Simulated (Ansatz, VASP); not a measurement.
## Two plane-wave programs on BN

```xyz
12
Lattice="-2.5539 0.0000 0.0000 -1.2770 -2.2118 0.0000 0.0000 0.0000 13.4306" Properties=species:S:1:pos:R:3 pbc="T T T"
B    -2.5539   -1.4745    2.9044
B    -2.5539   -1.4745    7.1312
B    -2.5539   -1.4745   11.3581
B    -1.2770   -0.7373    0.7909
B    -1.2770   -0.7373    5.0178
B    -1.2770   -0.7373    9.2447
N    -2.5539   -1.4745    1.3216
N    -2.5539   -1.4745    5.5485
N    -2.5539   -1.4745    9.7753
N    -1.2770   -0.7373   11.8888
N    -1.2770   -0.7373    3.4351
N    -1.2770   -0.7373    7.6619
```

Alike in both runs: task single point; functional PBE; k mesh 10 × 10 × 2; occupations gaussian, width 0.05 eV; no spin polarisation.

|  | VASP | Ansatz |
| --- | --- | --- |
| version | VASP 6.6.1 | Ansatz 0.2.0 |
| potentials or method | VASP PAW PBE potentials, release 64 (B, N), cutoff 520 eV | scalar-relativistic, plane waves, PAW |
| valence electrons in the cell | 48 | 48 |

|  | VASP | Ansatz | Ansatz less VASP |
| --- | --- | --- | --- |
| gap on the k mesh at the Fermi level (eV) | 2.35 | 2.35 | -0.002 |
| least direct gap on the mesh (eV) | 2.87 | 2.86 | -0.005 |
| pressure (GPa) | -6.2 | -6.4 | -0.19 |
| traceless stress, the component that is largest in VASP (GPa) | -10.68 | -10.59 | +0.092 |
| rms of the force components (eV/Å) | 0.688 | 0.687 | -0.0009 |

Atom by atom the forces differ by 0.004 eV/Å (rms over components). The functional is the same, so the differences come from potentials, cutoffs and numerics.
